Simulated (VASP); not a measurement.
An input for VASP 6.6.1 (Si):

Contents of INCAR:

```
  ALGO = Normal
  EDIFF = 1E-6
  ENCUT = 500
  GGA = PE
  GGA_COMPAT = F
  ISIF = 2
  ISMEAR = 0
  LASPH = T
  LCHARG = F
  LREAL = F
  LWAVE = F
  NBANDS = 26
  NELM = 120
  PREC = Accurate
  SIGMA = 0.1
```

Contents of KPOINTS:

```
k-points
0
Gamma
  4 4 6
```

POSCAR

```
Si
1.0
    7.7250912111      0.0000000000      0.0000000000
    0.0000000000      5.4668083455      0.0000000000
    0.0000000000      0.0000000000      3.8693107537
Si
8
Direct
    0.0000000000      0.1248816183      0.2499956198
    0.5000000000      0.8751183817      0.7499956198
    0.5000000000      0.1248816183      0.2500043802
    0.0000000000      0.8751183817      0.7500043802
    0.2500000000      0.3751193845      0.2500000000
    0.2500000000      0.6248806155      0.7500000000
    0.7500000000      0.6248806155      0.7500000000
    0.7500000000      0.3751193845      0.2500000000
```

Potentials or basis: VASP PAW PBE potentials, release 64 (Si).

Launch:

```bash
$ cat potpaw_PBE.64/Si/POTCAR > POTCAR
$ mpirun -np 1 vasp_std > vasp.out
```

**Question.** What does the program do with it?

**Answer.** The run stopped without a result. It printed:

OUTCAR:

```text
EDIFF = 1E-6
   ENCUT = 500
   GGA = PE
   ISIF = 2
   ISMEAR = 0
   LASPH = T
   LREAL = F
   NELM = 120
   PREC = Accurate

[... 42 lines left out ...]
|     E        R     R  R     R  O     O  R     R     ###     ###     ###     |
|     E        R     R  R     R  O     O  R     R     ###     ###     ###     |
|     EEEEE    RRRRRR   RRRRRR   O     O  RRRRRR       #       #       #      |
|     E        R   R    R   R    O     O  R   R                               |
|     E        R    R   R    R   O     O  R    R      ###     ###     ###     |
|     EEEEEEE  R     R  R     R  OOOOOOO  R     R     ###     ###     ###     |
|                                                                             |
|     PRICELV: current lattice and primitive lattice are incommensurate       |
|     within SYMPREC.                                                         |
|                                                                             |
|       ---->  I REFUSE TO CONTINUE WITH THIS SICK JOB ... BYE!!! <----       |
|                                                                             |
 -----------------------------------------------------------------------------
```

On the terminal:

```text
POSCAR found type information on POSCAR Si
 POSCAR found :  1 types and       8 ions
[... 18 lines left out ...]

1
```
